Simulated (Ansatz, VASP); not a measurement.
Two plane-wave programs on MgO

```
CELL_PARAMETERS angstrom
0.00000 2.17515 2.17515
2.17515 0.00000 2.17515
2.17515 2.17515 0.00000
ATOMIC_POSITIONS crystal
Mg 0.00000 0.00000 0.00000
O 0.50000 0.50000 0.50000
```

Alike in both runs: task single point; functional PBEsol; k mesh 10 × 10 × 10; occupations gaussian, width 0.02 eV; no spin polarisation.

|  | VASP | Ansatz |
| --- | --- | --- |
| version | VASP 6.6.1 | Ansatz 0.2.0 |
| potentials or method | VASP PAW PBE potentials, release 64 (Mg, O), cutoff 520 eV | scalar-relativistic, plane waves, PAW |
| valence electrons in the cell | 8 | 16 |

VASP gave:

```
gap on the k mesh at the Fermi level (eV) : 3.76
least direct gap on the mesh (eV)         : 3.76
pressure (GPa)                            : -12.9
```

**Question.** Which values does Ansatz return?

**Answer.** gap on the k mesh at the Fermi level (eV): 3.76; least direct gap on the mesh (eV): 3.76; pressure (GPa): -12.3.

VASP's potentials were made for PBE, not for PBEsol. VASP's potentials hold 8 valence electrons a cell and Ansatz's 16, so a difference there can come from the potentials and not from the codes.
